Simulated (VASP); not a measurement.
# MgCd2Se3 (P6_3mc) in VASP: further runs, part 2 of 2

VASP 6.6.1. Earlier steps stand in the parts before.

### Step 4. Single point, PBE

INCAR

```
SYSTEM = MgCd2Se3
PREC = Accurate ; ENCUT = 520
EDIFF = 1E-6 ; ISMEAR = 0
SIGMA = 0.02 ; LREAL = .FALSE.
LASPH = .TRUE. ; NELM = 100
ALGO = Normal ; ISIF = 2
LWAVE = .FALSE. ; LCHARG = .FALSE.
GGA = PE ; NBANDS = 56
```

KPOINTS

```
Automatic mesh
0
G
  6 6 2
  0 0 0
```

POSCAR

```
MgCd2Se3
1.0
    4.3424622114      0.0000000000      0.0000000000
   -2.1712311057      3.7606825901      0.0000000000
    0.0000000000      0.0000000000     21.1685868000
Mg Cd Se
2 4 6
Direct
    0.6666666667      0.3333333333      0.3318170000
    0.3333333333      0.6666666667      0.8318170000
    0.6666666667      0.3333333333      0.9984630000
    0.6666666667      0.3333333333      0.6688710000
    0.3333333333      0.6666666667      0.1688710000
    0.3333333333      0.6666666667      0.4984630000
    0.6666666667      0.3333333333      0.1252810000
    0.6666666667      0.3333333333      0.4548870000
    0.6666666667      0.3333333333      0.7956810000
    0.3333333333      0.6666666667      0.2956810000
    0.3333333333      0.6666666667      0.6252810000
    0.3333333333      0.6666666667      0.9548870000
```

Potentials or basis: VASP PAW PBE potentials, release 64 (Mg, Cd, Se).

The run is started by

```console
$ cat potpaw_PBE.64/Mg/POTCAR potpaw_PBE.64/Cd/POTCAR potpaw_PBE.64/Se/POTCAR > POTCAR
$ mpirun -np 1 vasp_std > vasp.out
```

OUTCAR:

```text
SYSTEM = MgCd2Se3
   PREC = Accurate
   ENCUT = 520
   EDIFF = 1E-6
   ISMEAR = 0
   LREAL = .FALSE.
   LASPH = .TRUE.
   NELM = 100
   ISIF = 2
   GGA = PE

 ion  position               nearest neighbor table
   1  0.667  0.333  0.332-   8 2.61  10 2.62  10 2.62  10 2.62
   2  0.333  0.667  0.832-  12 2.61   9 2.62   9 2.62   9 2.62
   3  0.667  0.333  0.998-  12 2.67  12 2.67  12 2.67   7 2.68
   4  0.667  0.333  0.669-  11 2.67  11 2.67  11 2.67   9 2.68
   5  0.333  0.667  0.169-   7 2.67   7 2.67   7 2.67  10 2.68
   6  0.333  0.667  0.498-   8 2.67   8 2.67   8 2.67  11 2.68
   7  0.667  0.333  0.125-   5 2.67   5 2.67   5 2.67   3 2.68
   8  0.667  0.333  0.455-   1 2.61   6 2.67   6 2.67   6 2.67
   9  0.667  0.333  0.796-   2 2.62   2 2.62   2 2.62   4 2.68
  10  0.333  0.667  0.296-   1 2.62   1 2.62   1 2.62   5 2.68
  11  0.333  0.667  0.625-   4 2.67   4 2.67   4 2.67   6 2.68
  12  0.333  0.667  0.955-   2 2.61   3 2.67   3 2.67   3 2.67

  LATTYP: Found a hexagonal cell.
 ALAT       =     4.3424622114
 C/A-ratio  =     4.8747889491

  Lattice vectors:

 A1 = (   4.3424622114,   0.0000000000,   0.0000000000)
 A2 = (  -2.1712311057,   3.7606825901,   0.0000000000)
 A3 = (   0.0000000000,   0.0000000000,  21.1685868000)

Analysis of symmetry for initial positions (statically):
=====================================================================
 Subroutine PRICEL returns:
 Original cell was already a primitive cell.

 Routine SETGRP: Setting up the symmetry group for a
 hexagonal supercell.

 Subroutine GETGRP returns: Found 12 space group operations
 (whereof  6 operations were pure point group operations)
 out of a pool of 24 trial point group operations.

The static configuration has the point symmetry C_3v.
 The point group associated with its full space group is C_6v.

Analysis of symmetry for dynamics (positions and initial velocities):
=====================================================================
 Subroutine PRICEL returns:
 Original cell was already a primitive cell.

 Routine SETGRP: Setting up the symmetry group for a
 hexagonal supercell.

[... 146 lines left out ...]
 Gauss-broadening in eV      SIGMA  =   0.02
  energy-cutoff  :      520.00
  volume of cell :      345.70
 maximum number of plane-waves:      9342
   NGX = 17   NGY = 17   NGZ = 79

 number of electron      87.9999991 magnetization

 Free energy of the ion-electron system (eV)
  ---------------------------------------------------
  ext. energy  EPLUGINS =         0.00000000
  ---------------------------------------------------
  free energy    TOTEN  =       -36.98806338 eV

  energy without entropy =      -36.98806338  energy(sigma->0) =      -36.98806338

 E-fermi :   0.7805     XC(G=0):  -8.4598

 val. band max:        0.6555796513   @ k =   0.0000   0.0000   0.0000
 cond. band min:       1.6628914568   @ k =   0.0000   0.0000   0.0000
 fundamental gap:      1.0073118055
 Fermi energy:         0.7804938137

 k-point     1 :       0.0000    0.0000    0.0000
  band No.  band energies     occupation
      1     -11.5413      2.00000
      2     -11.4775      2.00000
      3     -11.4149      2.00000
      4     -11.3088      2.00000
      5     -11.1401      2.00000
      6     -11.0983      2.00000
[... 815 lines left out ...]
     55       6.9608      0.00000
     56       6.9608      0.00000

------------------------ aborting loop because EDIFF is reached ----------------------------------------

  FORCE on cell =-STRESS in cart. coord.  units (eV):
  Direction    XX          YY          ZZ          XY          YZ          ZX
  --------------------------------------------------------------------------------------
  -------------------------------------------------------------------------------------
  Total        0.3458223      0.3458223      0.3675023      0.0000000      0.0000000     -0.0000000
  in kB        1.6027619      1.6027619      1.7032408      0.0000000      0.0000000     -0.0000000
  external PRESSURE =       1.6362548 kB  Pullay stress =       0.0000000 kB

 VOLUME and BASIS-vectors are now :
 -----------------------------------------------------------------------------
  energy-cutoff  :      520.00
  volume of cell :      345.70
      direct lattice vectors                 reciprocal lattice vectors
     4.342462211  0.000000000  0.000000000     0.230284100  0.132954587  0.000000000
    -2.171231106  3.760682590  0.000000000     0.000000000  0.265909174  0.000000000
     0.000000000  0.000000000 21.168586800     0.000000000  0.000000000  0.047239809

 POSITION                                       TOTAL-FORCE (eV/Angst)
 -----------------------------------------------------------------------------------
      2.17123      1.25356      7.02410         0.000000      0.000000      0.002565
     -0.00000      2.50712     17.60839        -0.000000     -0.000000      0.002565
      2.17123      1.25356     21.13605         0.000000     -0.000000     -0.000154
      2.17123      1.25356     14.15905        -0.000000      0.000000      0.000671
     -0.00000      2.50712      3.57476         0.000000     -0.000000      0.000671
     -0.00000      2.50712     10.55176         0.000000      0.000000     -0.000154
      2.17123      1.25356      2.65202        -0.000000     -0.000000      0.000081
      2.17123      1.25356      9.62931         0.000000     -0.000000     -0.031683
      2.17123      1.25356     16.84344         0.000000     -0.000000      0.028522
     -0.00000      2.50712      6.25915        -0.000000     -0.000000      0.028522
     -0.00000      2.50712     13.23632         0.000000      0.000000      0.000081
     -0.00000      2.50712     20.21361        -0.000000     -0.000000     -0.031683
 -----------------------------------------------------------------------------------
    total drift:                               -0.000001     -0.000000     -0.003070

  FREE ENERGIE OF THE ION-ELECTRON SYSTEM (eV)
  ---------------------------------------------------
  free  energy   TOTEN  =       -36.9880633782 eV

  energy  without entropy=      -36.9880633782  energy(sigma->0) =      -36.98806338
```

It took 3.3 min on 1 thread of AMD EPYC 9R45 (Zen 5), shared host; peak memory 0.49 GiB.

What came out:

```yaml
Free_energy: -36.9881 eV
Pressure: 0.2 GPa
Largest_force: 0.032 eV/Å
Band_gap_on_the_k_mesh: 1.01 eV
```

Forces on the atoms (eV/Å):
```
Mg   0.000  0.000  0.003
Mg   0.000  0.000  0.003
Cd   0.000  0.000  0.000
Cd   0.000  0.000  0.001
Cd   0.000  0.000  0.001
Cd   0.000  0.000  0.000
Se   0.000  0.000  0.000
Se   0.000  0.000 -0.032
Se   0.000  0.000  0.029
Se   0.000  0.000  0.029
Se   0.000  0.000  0.000
Se   0.000  0.000 -0.032
```

### Step 5. Single point, PBE

INCAR

```
ALGO = Normal
EDIFF = 1E-6
ENCUT = 520
GGA = PE
ISIF = 2
ISMEAR = 0
LASPH = True
LCHARG = False
LREAL = False
LWAVE = False
NBANDS = 56
NELM = 100
PREC = Accurate
SIGMA = 0.02
```

KPOINTS

```
k-points
0
Gamma
  6 6 2
```

POSCAR is that of step 4.

Potentials or basis: VASP PAW PBE potentials, release 64 (Mg, Cd, Se).

The run is started by

```console
$ cat potpaw_PBE.64/Mg/POTCAR potpaw_PBE.64/Cd/POTCAR potpaw_PBE.64/Se/POTCAR > POTCAR
$ mpirun -np 1 vasp_std > vasp.out
```

OUTCAR:

```text
EDIFF = 1E-6
   ENCUT = 520
   GGA = PE
   ISIF = 2
   ISMEAR = 0
   LASPH = True
   LREAL = False
   NELM = 100
   PREC = Accurate

 ion  position               nearest neighbor table
   1  0.667  0.333  0.332-   8 2.61  10 2.62  10 2.62  10 2.62
   2  0.333  0.667  0.832-  12 2.61   9 2.62   9 2.62   9 2.62
   3  0.667  0.333  0.998-  12 2.67  12 2.67  12 2.67   7 2.68
   4  0.667  0.333  0.669-  11 2.67  11 2.67  11 2.67   9 2.68
   5  0.333  0.667  0.169-   7 2.67   7 2.67   7 2.67  10 2.68
   6  0.333  0.667  0.498-   8 2.67   8 2.67   8 2.67  11 2.68
   7  0.667  0.333  0.125-   5 2.67   5 2.67   5 2.67   3 2.68
   8  0.667  0.333  0.455-   1 2.61   6 2.67   6 2.67   6 2.67
   9  0.667  0.333  0.796-   2 2.62   2 2.62   2 2.62   4 2.68
  10  0.333  0.667  0.296-   1 2.62   1 2.62   1 2.62   5 2.68
  11  0.333  0.667  0.625-   4 2.67   4 2.67   4 2.67   6 2.68
  12  0.333  0.667  0.955-   2 2.61   3 2.67   3 2.67   3 2.67

  LATTYP: Found a hexagonal cell.
 ALAT       =     4.3424622114
 C/A-ratio  =     4.8747889491

  Lattice vectors:

 A1 = (   4.3424622114,   0.0000000000,   0.0000000000)
 A2 = (  -2.1712311057,   3.7606825901,   0.0000000000)
 A3 = (   0.0000000000,   0.0000000000,  21.1685868000)

Analysis of symmetry for initial positions (statically):
=====================================================================
 Subroutine PRICEL returns:
 Original cell was already a primitive cell.

 Routine SETGRP: Setting up the symmetry group for a
 hexagonal supercell.

 Subroutine GETGRP returns: Found 12 space group operations
 (whereof  6 operations were pure point group operations)
 out of a pool of 24 trial point group operations.

The static configuration has the point symmetry C_3v.
 The point group associated with its full space group is C_6v.
[... 148 lines left out ...]
   GGA     = PE    functional components
   LHFCALC =     F    Hartree Fock is set to
   AEXX    =    0.0000 exact exchange contribution
   IVDW    =     0    specifies the selected vdW correction
   LEPSILON=     F    determine dielectric tensor
   LRPA    =     F    only Hartree local field effects (RPA)
 non-spin polarized calculation
 Gauss-broadening in eV      SIGMA  =   0.02
  energy-cutoff  :      520.00
  volume of cell :      345.70
 maximum number of plane-waves:      9342
   NGX = 17   NGY = 17   NGZ = 79

 number of electron      87.9999991 magnetization

 Free energy of the ion-electron system (eV)
  ---------------------------------------------------
  ext. energy  EPLUGINS =         0.00000000
  ---------------------------------------------------
  free energy    TOTEN  =       -36.98806338 eV

  energy without entropy =      -36.98806338  energy(sigma->0) =      -36.98806338

 E-fermi :   0.7805     XC(G=0):  -8.4598

 val. band max:        0.6555796513   @ k =   0.0000   0.0000   0.0000
 cond. band min:       1.6628914568   @ k =   0.0000   0.0000   0.0000
 fundamental gap:      1.0073118055
 Fermi energy:         0.7804938137

 k-point     1 :       0.0000    0.0000    0.0000
  band No.  band energies     occupation
      1     -11.5413      2.00000
      2     -11.4775      2.00000
      3     -11.4149      2.00000
      4     -11.3088      2.00000
      5     -11.1401      2.00000
      6     -11.0983      2.00000
[... 815 lines left out ...]
     55       6.9608      0.00000
     56       6.9608      0.00000

------------------------ aborting loop because EDIFF is reached ----------------------------------------

  FORCE on cell =-STRESS in cart. coord.  units (eV):
  Direction    XX          YY          ZZ          XY          YZ          ZX
  --------------------------------------------------------------------------------------
  -------------------------------------------------------------------------------------
  Total        0.3458223      0.3458223      0.3675023      0.0000000      0.0000000     -0.0000000
  in kB        1.6027619      1.6027619      1.7032408      0.0000000      0.0000000     -0.0000000
  external PRESSURE =       1.6362548 kB  Pullay stress =       0.0000000 kB

 VOLUME and BASIS-vectors are now :
 -----------------------------------------------------------------------------
  energy-cutoff  :      520.00
  volume of cell :      345.70
      direct lattice vectors                 reciprocal lattice vectors
     4.342462211  0.000000000  0.000000000     0.230284100  0.132954587  0.000000000
    -2.171231106  3.760682590  0.000000000     0.000000000  0.265909174  0.000000000
     0.000000000  0.000000000 21.168586800     0.000000000  0.000000000  0.047239809

 POSITION                                       TOTAL-FORCE (eV/Angst)
 -----------------------------------------------------------------------------------
      2.17123      1.25356      7.02410         0.000000      0.000000      0.002565
     -0.00000      2.50712     17.60839        -0.000000     -0.000000      0.002565
      2.17123      1.25356     21.13605         0.000000     -0.000000     -0.000154
      2.17123      1.25356     14.15905        -0.000000      0.000000      0.000671
     -0.00000      2.50712      3.57476         0.000000     -0.000000      0.000671
     -0.00000      2.50712     10.55176         0.000000      0.000000     -0.000154
      2.17123      1.25356      2.65202        -0.000000     -0.000000      0.000081
      2.17123      1.25356      9.62931         0.000000     -0.000000     -0.031683
      2.17123      1.25356     16.84344         0.000000     -0.000000      0.028522
     -0.00000      2.50712      6.25915        -0.000000     -0.000000      0.028522
     -0.00000      2.50712     13.23632         0.000000      0.000000      0.000081
     -0.00000      2.50712     20.21361        -0.000000     -0.000000     -0.031683
 -----------------------------------------------------------------------------------
    total drift:                               -0.000001     -0.000000     -0.003070

  FREE ENERGIE OF THE ION-ELECTRON SYSTEM (eV)
  ---------------------------------------------------
  free  energy   TOTEN  =       -36.9880633782 eV

  energy  without entropy=      -36.9880633782  energy(sigma->0) =      -36.98806338
```

stdout:

```text
POSCAR found type information on POSCAR MgCdSe
 POSCAR found :  3 types and      12 ions
 scaLAPACK will be used
 LDA part: xc-table for (Slater+PW92), standard interpolation
 POSCAR, INCAR and KPOINTS ok, starting setup
 FFT: planning ... GRIDC
 FFT: planning ... GRID_SOFT
 FFT: planning ... GRID
 WAVECAR not read
 entering main loop
```

It took 3.4 min on 1 thread of AMD EPYC 9R45 (Zen 5), shared host; peak memory 0.49 GiB.

Results:

| Property | Result |
| --- | --- |
| Free energy | -36.9881 eV |
| Pressure | 0.2 GPa |
| Largest force | 0.032 eV/Å |
| Band gap on the k mesh | 1.01 eV |

Forces in eV/Å, atoms in the order of the input:
```
Mg   0.000  0.000  0.003
Mg   0.000  0.000  0.003
Cd   0.000  0.000  0.000
Cd   0.000  0.000  0.001
Cd   0.000  0.000  0.001
Cd   0.000  0.000  0.000
Se   0.000  0.000  0.000
Se   0.000  0.000 -0.032
Se   0.000  0.000  0.029
Se   0.000  0.000  0.029
Se   0.000  0.000  0.000
Se   0.000  0.000 -0.032
```

Levels at points of the mesh, in eV from the valence-band top:
| k point | band 42 | band 43 | band 44 | band 45 | band 46 | band 47 |
| --- | --- | --- | --- | --- | --- | --- |
| (0.00, 0.00, 0.00) | -0.06 | 0.00 | 0.00 | 1.01 | 2.07 | 2.25 |
| (0.50, 0.00, 0.00) | -0.90 | -0.85 | -0.67 | 2.68 | 3.10 | 3.26 |
| (0.00, 0.00, 0.50) | -0.03 | -0.03 | -0.03 | 1.51 | 1.51 | 2.44 |
| (0.50, 0.00, 0.50) | -1.08 | -0.74 | -0.74 | 2.92 | 2.92 | 3.27 |
